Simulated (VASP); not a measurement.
**W: single point with RPBE**

W:

```
CELL_PARAMETERS angstrom
-1.59895 1.59895 1.59895
1.59895 -1.59895 1.59895
1.59895 1.59895 -1.59895
ATOMIC_POSITIONS crystal
W 0.00000 0.00000 0.00000
```

| Quantity | Value |
| --- | --- |
| Program | VASP 6.6.1 |
| Task | single point |
| Functional | RPBE |
| Potentials or basis | VASP PAW PBE potentials, release 64 (W_sv) |
| Cutoff | 500 eV |
| k mesh | 8 × 8 × 8 |
| Occupations | gaussian, width 0.1 eV |
| Spin | no spin polarisation |
| Dipole correction | no |
| Further INCAR settings | ALGO = Normal; EDIFF = 1e-06; NBANDS = 13 |

The pressure is 0.3 GPa and the band gap on the k mesh is zero (band 7 reaches 16.03 eV, above the bottom of band 8 at 9.92 eV).

Levels at points of the mesh, in eV from the Fermi level:
```
           k point  band 5  band 6  band 7  band 8  band 9  band 10
(0.00, 0.00, 0.00)   -9.27   -0.97   -0.97   -0.97    2.41     2.41
(0.50, 0.00, 0.00)   -5.88   -3.22    0.74    2.28    3.22     6.07
(0.50, 0.50, 0.50)   -5.39   -5.39    5.14    5.14    5.14     8.17
```

It used 6.3 s of CPU time on 1 thread of AMD EPYC 7R13 Processor (Zen 3) (shared host).

Caveat: the PAW data sets were made with another functional, which shifts forces and pressure a little; spin-orbit coupling is left out, which moves the levels of the heavy elements.
